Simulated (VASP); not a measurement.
Wanted: the native input for a VASP 6.6.1 run.

- Task: single point
- Functional: PBE
- Potentials or basis: VASP PAW PBE potentials, release 64 (Zr_sv, B)
- Cutoff: 520 eV
- k mesh: 20 × 20 × 20
- Occupations: gaussian, width 0.15 eV
- Spin: no spin polarisation
- Dipole correction: no
- Further INCAR settings: ALGO = Normal; EDIFF = 1e-07; NBANDS = 14

The structure of ZrB lies in POSCAR:

```
ZrB
1.0
    0.2917211690      2.4796299361      2.4796299361
    2.4796299361      0.2917211690      2.4796299361
    2.4796299361      2.4796299361      0.2917211690
Zr B
1 1
Direct
    0.0000000000      0.0000000000      0.0000000000
    0.5000000000      0.5000000000      0.5000000000
```

This cell differs from its parent crystal: ratio of the length along [111] to the lengths across it x 1.2, volume and fractional coordinates fixed.

These files were run (other wordings do the same):

INCAR

```
ALGO = Normal
EDIFF = 1E-7
ENCUT = 520
GGA = PE
ISIF = 2
ISMEAR = 0
LASPH = True
LCHARG = False
LREAL = False
LWAVE = False
NBANDS = 14
NELM = 60
PREC = Accurate
SIGMA = 0.15
```

KPOINTS

```
k-points
0
Gamma
  20 20 20
```

Potentials or basis: VASP PAW PBE potentials, release 64 (Zr_sv, B).

Command:

```bash
$ cat potpaw_PBE.64/Zr_sv/POTCAR potpaw_PBE.64/B/POTCAR > POTCAR
$ mpirun -np 1 vasp_std > vasp.out
```

It gave:

```yaml
Pressure: 34.2 GPa
Band_gap_on_the_k_mesh: zero (an odd number of electrons rules out a gap without spin polarisation)
```

Caveat: the cell stands under pressure.

It took 9 min on 1 thread of Intel Xeon 8259CL (shared host), peak memory 0.4 GiB.
